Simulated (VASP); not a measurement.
# Os in VASP: further runs

Runs on Os. Level: PBEsol. Tasks: single point.

Program: VASP 6.6.1. These are calculated values, not measurements. Logs are shortened: lines on timing, memory, paths and dates and some standing lists are left out, and cuts for length are marked.

## Step 1: The cell of the first run

The structure is hexagonal, space group P6_3/mmc (No. 194). The conventional cell has a = 2.788 Å, b = 2.788 Å, c = 4.404 Å, α = 90.00°, β = 90.00°, γ = 120.00°. Os (site symmetry -6m2) has 12 Os at 2.73 to 2.79 Å within 3.6 Å.

## Step 2: Single point, PBEsol

File INCAR:

```
PREC = Accurate
ENCUT = 520
EDIFF = 1E-6
ISMEAR = -1
SIGMA = 0.05
LREAL = False
LASPH = True
NELM = 80
ALGO = Fast
ISIF = 2
LWAVE = False
LCHARG = True
GGA = PS
LELF = True
LVHAR = True
NBANDS = 15
```

File KPOINTS:

```
regular mesh
0
Gamma
  11 11 6
```

File POSCAR:

```
Os
1.0
    2.7877234178      0.0000000000      0.0000000000
   -1.3938617089      2.4142392985      0.0000000000
    0.0000000000      0.0000000000      4.4044215090
Os
2
Direct
    0.6666666667      0.3333333333      0.7500000000
    0.3333333333      0.6666666667      0.2500000000
```

Potentials or basis: VASP PAW PBE potentials, release 64 (Os).

Started as:

```console
cat potpaw_PBE.64/Os/POTCAR > POTCAR
mpirun -np 1 vasp_std > vasp.out
```

OUTCAR:

```text
PREC = Accurate
   ENCUT = 520
   EDIFF = 1E-6
   ISMEAR = -1
   LREAL = False
   LASPH = True
   NELM = 80
   ISIF = 2
   GGA = PS

 ion  position               nearest neighbor table
   1  0.667  0.333  0.750-   2 2.73   2 2.73   2 2.73   2 2.73   2 2.73   2 2.73
   2  0.333  0.667  0.250-   1 2.73   1 2.73   1 2.73   1 2.73   1 2.73   1 2.73

  LATTYP: Found a hexagonal cell.
 ALAT       =     2.7877234178
 C/A-ratio  =     1.5799348963

  Lattice vectors:

 A1 = (   2.7877234178,   0.0000000000,   0.0000000000)
 A2 = (  -1.3938617089,   2.4142392985,   0.0000000000)
 A3 = (   0.0000000000,   0.0000000000,   4.4044215090)

Analysis of symmetry for initial positions (statically):
=====================================================================
 Subroutine PRICEL returns:
 Original cell was already a primitive cell.

 Routine SETGRP: Setting up the symmetry group for a
 hexagonal supercell.

 Subroutine GETGRP returns: Found 24 space group operations
 (whereof 12 operations were pure point group operations)
 out of a pool of 24 trial point group operations.

The static configuration has the point symmetry D_3d.
 The point group associated with its full space group is D_6h.

Analysis of symmetry for dynamics (positions and initial velocities):
=====================================================================
 Subroutine PRICEL returns:
 Original cell was already a primitive cell.

 Routine SETGRP: Setting up the symmetry group for a
 hexagonal supercell.

 Subroutine GETGRP returns: Found 24 space group operations
 (whereof 12 operations were pure point group operations)
 out of a pool of 24 trial point group operations.

The dynamic configuration has the point symmetry D_3d.
 The point group associated with its full space group is D_6h.

 Subroutine INISYM returns: Found 24 space group operations
 (whereof 12 operations are pure point group operations),
 and found     1 'primitive' translations

----------------------------------------------------------------------------------------

                                     Primitive cell

  volume of cell :      29.6428

  direct lattice vectors                    reciprocal lattice vectors
     2.787723418  0.000000000  0.000000000     0.358715644  0.207104573  0.000000000
    -1.393861709  2.414239299  0.000000000     0.000000000  0.414209147  0.000000000
     0.000000000  0.000000000  4.404421509     0.000000000  0.000000000  0.227044573

  length of vectors
     2.787723418  2.787723418  4.404421509     0.414209147  0.414209147  0.227044573

  position of ions in fractional coordinates (direct lattice)
     0.666666667  0.333333333  0.750000000
     0.333333333  0.666666667  0.250000000

  ion indices of the primitive-cell ions
   primitive index   ion index
                 1           1
                 2           2

----------------------------------------------------------------------------------------

 KPOINTS: regular mesh

Automatic generation of k-mesh.
 Grid dimensions read from file:
 generate k-points for:   11   11    6

 Generating k-lattice:

  Cartesian coordinates                     Fractional coordinates (reciprocal lattice)
     0.032610513  0.018827688  0.000000000     0.090909091  0.000000000  0.000000000
     0.000000000  0.037655377  0.000000000     0.000000000  0.090909091  0.000000000
     0.000000000  0.000000000  0.037840762     0.000000000  0.000000000  0.166666667

  Length of vectors
     0.037655377  0.037655377  0.037840762

  Shift w.r.t. Gamma in fractional coordinates (k-lattice)
     0.000000000  0.000000000  0.000000000

 Subroutine IBZKPT returns following result:
 ===========================================

 Found     64 irreducible k-points:

 Following reciprocal coordinates:
            Coordinates               Weight
  0.000000  0.000000  0.000000      1.000000
  0.090909 -0.000000  0.000000      6.000000
  0.181818 -0.000000  0.000000      6.000000
  0.272727 -0.000000  0.000000      6.000000
  0.363636 -0.000000  0.000000      6.000000
  0.454545  0.000000  0.000000      6.000000
[... 16 lines left out ...]
  0.090909  0.090909  0.166667     12.000000
  0.181818  0.090909  0.166667     24.000000
 [... further k-points ...]
   k-points           NKPTS =     64   k-points in BZ     NKDIM =     64   number of bands    NBANDS=     15
   number of dos      NEDOS =    301   number of ions     NIONS =      2
   total plane-waves  NPLWV =  20736
   dimension x,y,z NGX =    24 NGY =   24 NGZ =   36
   dimension x,y,z NGXF=    48 NGYF=   48 NGZF=   72
   ions per type =               2
   NGX,Y,Z   is equivalent  to a cutoff of  14.31, 14.31, 13.59 a.u.
   NGXF,Y,Z  is equivalent  to a cutoff of  28.62, 28.62, 27.18 a.u.
 SYSTEM =  unknown system
   PREC   = accura    normal or accurate (medium, high low for compatibility)
   ISTART =      0    job   : 0-new  1-cont  2-samecut
   ICHARG =      2    charge: 1-file 2-atom 10-const
   ISPIN  =      1    spin polarized calculation?
   LNONCOLLINEAR =      F non collinear calculations
   LSORBIT =      F    spin-orbit coupling
   LASPH  =      T    aspherical Exc in radial PAW
   ENCUT  =  520.0 eV  38.22 Ry    6.18 a.u.   5.18  5.18  8.19*2*pi/ulx,y,z
   NELM   =     80;   NELMIN=  2; NELMDL= -5     # of ELM steps
   EDIFF  = 0.1E-05   stopping-criterion for ELM
   LREAL  =      F    real-space projection
   EDIFFG = 0.1E-04   stopping-criterion for IOM
   NSW    =      0    number of steps for IOM
   IBRION =     -1    ionic relax: 0-MD 1-quasi-New 2-CG
   NFREE  =      0    steps in history (QN), initial steepest desc. (CG)
   ISIF   =      2    stress and relaxation
   ISYM   =      2    0-nonsym 1-usesym 2-fastsym
   POTIM  = 0.5000    time-step for ionic-motion
   TEBEG  =    0.0;   TEEND  =   0.0 temperature during run
   PSTRESS=    0.0 pullay stress
   NELECT =      16.0000    total number of electrons
   NUPDOWN=      -1.0000    fix difference up-down
   EMIN   =  10.00;   EMAX   =-10.00  energy-range for DOS
   EFERMI =   0.00;   METHOD = LEGACY
   ISMEAR =    -1;   SIGMA  =   0.05  broadening in eV -4-tet -1-fermi 0-gaus
   EFERMI_NEDOS =   21; number of points for ismear=-14 and -15
   IALGO  =     68    algorithm
   IMIX   =      4    mixing-type and parameters
     AMIX     =   0.40;   BMIX     =  1.00
     AMIX_MAG =   1.60;   BMIX_MAG =  1.00
  volume/ion in A,a.u.               =      14.82       100.02
  Fermi-wavevector in a.u.,A,eV,Ry     =   1.332934  2.518879 24.173636  1.776712
  Thomas-Fermi vector in A             =   2.461831
   LORBIT       =      0    0 simple, 1 ext, 2 COOP (PROOUT), +10 PAW based schemes
   GGA     = PS    functional components
   LHFCALC =     F    Hartree Fock is set to
   AEXX    =    0.0000 exact exchange contribution
   IVDW    =     0    specifies the selected vdW correction
   LEPSILON=     F    determine dielectric tensor
   LRPA    =     F    only Hartree local field effects (RPA)
 non-spin polarized calculation
 RMM-DIIS sequential band-by-band and
  energy-cutoff  :      520.00
  volume of cell :       29.64
 maximum number of plane-waves:       813
 NGX is ok and might be reduce to    24
   NGX = 11   NGY = 11   NGZ = 17

 number of electron      15.9999998 magnetization

 Free energy of the ion-electron system (eV)
  ---------------------------------------------------
  ext. energy  EPLUGINS =         0.00000000
  ---------------------------------------------------
  free energy    TOTEN  =       -24.33191235 eV

  energy without entropy =      -24.31741297  energy(sigma->0) =      -24.32466266

 E-fermi :   8.4026     XC(G=0): -13.8250

 val. band max:        8.3811049268   @ k =   0.3636  -0.0000   0.3333
 cond. band min:       8.4508355827   @ k =   0.0000   0.0000   0.0000
 fundamental gap:      0.0697306559
 Fermi energy:         8.4025768609

 k-point     1 :       0.0000    0.0000    0.0000
  band No.  band energies     occupation
      1      -2.0212      2.00000
      2       1.1661      2.00000
      3       5.6429      2.00000
      4       5.6429      2.00000
      5       5.8645      2.00000
      6       6.4104      2.00000
      7       6.4104      2.00000
      8       7.0062      2.00000
      9       7.0062      2.00000
     10       8.4508      0.55169
     11       9.9959      0.00000
     12       9.9959      0.00000
     13      16.8111      0.00000
     14      22.4950      0.00000
     15      25.1414      0.00000

 k-point     2 :       0.0909   -0.0000    0.0000
  band No.  band energies     occupation
      1      -1.7094      2.00000
      2       1.4398      2.00000
      3       5.1339      2.00000
      4       5.9145      2.00000
      5       6.1968      2.00000
      6       6.3418      2.00000
      7       6.5681      2.00000
      8       6.6626      2.00000
      9       6.7974      2.00000
     10       7.4624      2.00000
     11      10.1352      0.00000
     12      11.5192      0.00000
     13      16.7733      0.00000
     14      23.0974      0.00000
     15      25.5309      0.00000

 k-point     3 :       0.1818   -0.0000    0.0000
  band No.  band energies     occupation
      1      -0.8421      2.00000
      2       2.0889      2.00000
      3       4.5356      2.00000
      4       5.1999      2.00000
      5       5.8109      2.00000
      6       6.3241      2.00000
      7       6.6995      2.00000
      8       6.9196      2.00000
      9       7.0206      2.00000
     10       7.3855      2.00000
     11      10.4189      0.00000
     12      13.7607      0.00000
     13      16.6051      0.00000
     14      23.7107      0.00000
     15      25.6762      0.00000
[... 343 lines left out ...]
 k-point    23 :       0.0909    0.0909    0.1667
  band No.  band energies     occupation
      1      -0.8240      2.00000
      2       1.9860      2.00000
      3       4.6723      2.00000
      4       4.9876      2.00000
      5       5.7389      2.00000
      6       6.0626      2.00000
      7       6.4737      2.00000
      8       6.8137      2.00000
      9       7.4555      2.00000
     10       7.5270      2.00000
     11      10.2360      0.00000
     12      12.1348      0.00000
     13      18.2980      0.00000
     14      23.5536      0.00000
     15      25.5149      0.00000

 k-point    24 :       0.1818    0.0909    0.1667
  band No.  band energies     occupation
      1       0.1691      2.00000
      2       2.6828      2.00000
      3       4.0151      2.00000
      4       4.2414      2.00000
      5       5.4119      2.00000
      6       5.9755      2.00000
      7       6.4897      2.00000
      8       7.3838      2.00000
      9       7.9450      1.99979
     10       8.2866      1.82090
     11      10.3787      0.00000
     12      13.5492      0.00000
     13      18.3540      0.00000
     14      22.8467      0.00000
     15      24.0087      0.00000

 [... further k-points ...]
[... 5 lines left out ...]
  --------------------------------------------------------------------------------------
  -------------------------------------------------------------------------------------
  Total       -4.3495736     -4.3495736     -4.6429674     -0.0000000     -0.0000000      0.0000000
  in kB     -235.0922944   -235.0922944   -250.9500815     -0.0000000     -0.0000000      0.0000000
  external PRESSURE =    -240.3782234 kB  Pullay stress =       0.0000000 kB

 VOLUME and BASIS-vectors are now :
 -----------------------------------------------------------------------------
  energy-cutoff  :      520.00
  volume of cell :       29.64
      direct lattice vectors                 reciprocal lattice vectors
     2.787723418  0.000000000  0.000000000     0.358715644  0.207104573  0.000000000
    -1.393861709  2.414239299  0.000000000     0.000000000  0.414209147  0.000000000
     0.000000000  0.000000000  4.404421509     0.000000000  0.000000000  0.227044573

 POSITION                                       TOTAL-FORCE (eV/Angst)
 -----------------------------------------------------------------------------------
      1.39386      0.80475      3.30332        -0.000000      0.000000      0.000000
     -0.00000      1.60949      1.10111         0.000000     -0.000000      0.000000
 -----------------------------------------------------------------------------------
    total drift:                               -0.000000      0.000000     -0.000000

  FREE ENERGIE OF THE ION-ELECTRON SYSTEM (eV)
  ---------------------------------------------------
  free  energy   TOTEN  =       -24.3319123460 eV

  energy  without entropy=      -24.3174129714  energy(sigma->0) =      -24.32466266
```

Run time: 12 s. Hardware: 1 thread of Intel Xeon 6975P-C (Granite Rapids), shared host; peak memory 0.16 GiB.

What came out:

```
Free energy            : -24.3319 eV
Pressure               : -24.0 GPa
Band gap on the k mesh : zero (band 8 reaches 10.35 eV, above the bottom of band 9 at 6.80 eV)
```

Levels at points of the mesh, in eV from the Fermi level:
| k point | band 5 | band 6 | band 7 | band 8 | band 9 | band 10 | band 11 | band 12 |
| --- | --- | --- | --- | --- | --- | --- | --- | --- |
| (0.00, 0.00, 0.00) | -2.54 | -1.99 | -1.99 | -1.40 | -1.40 | 0.05 | 1.59 | 1.59 |
| (0.00, 0.00, 0.50) | -2.94 | -2.94 | -2.94 | -2.94 | 0.85 | 0.85 | 0.85 | 0.85 |

Caveat: the PAW data sets were made with another functional, which shifts forces and pressure a little; spin-orbit coupling is left out, which moves the levels of the heavy elements.

## Step 3: Single point, PBEsol (atoms moved at random)

File INCAR:

```
SYSTEM = Os
PREC     = Accurate       ! precision mode
ENCUT    = 520            ! plane-wave cutoff, eV
EDIFF    = 1E-6           ! SCF threshold, eV
ISMEAR   = -1             ! smearing method
SIGMA    = 0.05           ! smearing width, eV
LREAL    = .False.        ! projectors in reciprocal space
LASPH    = .True.         ! aspherical terms in the spheres
NELM     = 80             ! most SCF steps
ALGO     = Fast           ! electronic algorithm
ISIF     = 2              ! what is computed and relaxed
LWAVE    = .False.        ! write WAVECAR
LCHARG   = .False.        ! write CHGCAR
GGA      = PS             ! functional
NBANDS   = 15             ! bands
```

File KPOINTS:

```
Automatic mesh
0
Gamma
  11 11 6
  0 0 0
```

File POSCAR:

```
Os
1.0
    2.7341000000      0.0000000000      0.0000000000
   -1.3670500000      2.3678000565      0.0000000000
    0.0000000000      0.0000000000      4.3197000000
Os
2
Direct
    0.6588800000      0.3197410000      0.7591660000
    0.3285490000      0.6649530000      0.2460270000
```

Potentials or basis: VASP PAW PBE potentials, release 64 (Os).

Started as:

```console
cat potpaw_PBE.64/Os/POTCAR > POTCAR
mpirun -np 1 vasp_std > vasp.out
```

Run time: 42 s. Hardware: 1 thread of Intel Xeon 6975P-C (Granite Rapids), shared host; peak memory 0.24 GiB.

Results (log left out):

```
Free energy            : -24.4442 eV
Pressure               : -1.4 GPa
Largest force          : 0.991 eV/Å
Band gap on the k mesh : zero (band 8 reaches 11.45 eV, above the bottom of band 9 at 7.64 eV)
```

Forces in eV/Å, atoms in the order of the input:
```
Os  -0.067  0.232 -0.961
Os   0.067 -0.232  0.961
```

Stress tensor (GPa, compression positive):
```
-2.48  0.18  0.08
 0.18 -1.23 -0.27
 0.08 -0.27 -0.45
```

Levels at points of the mesh, in eV from the Fermi level:
| k point | band 4 | band 5 | band 6 | band 7 | band 8 | band 9 | band 10 | band 11 | band 12 | band 13 |
| --- | --- | --- | --- | --- | --- | --- | --- | --- | --- | --- |
| (0.00, 0.00, 0.00) | -3.03 | -2.80 | -2.28 | -2.22 | -1.57 | -1.38 | 0.05 | 1.61 | 1.87 | 9.01 |
| (0.00, 0.00, 0.50) | -3.29 | -3.28 | -3.25 | -3.24 | -3.20 | 0.74 | 0.85 | 1.05 | 1.12 | 13.46 |

Caveat: the cell differs from its parent crystal (atoms moved at random); the PAW data sets were made with another functional, which shifts forces and pressure a little; spin-orbit coupling is left out, which moves the levels of the heavy elements.
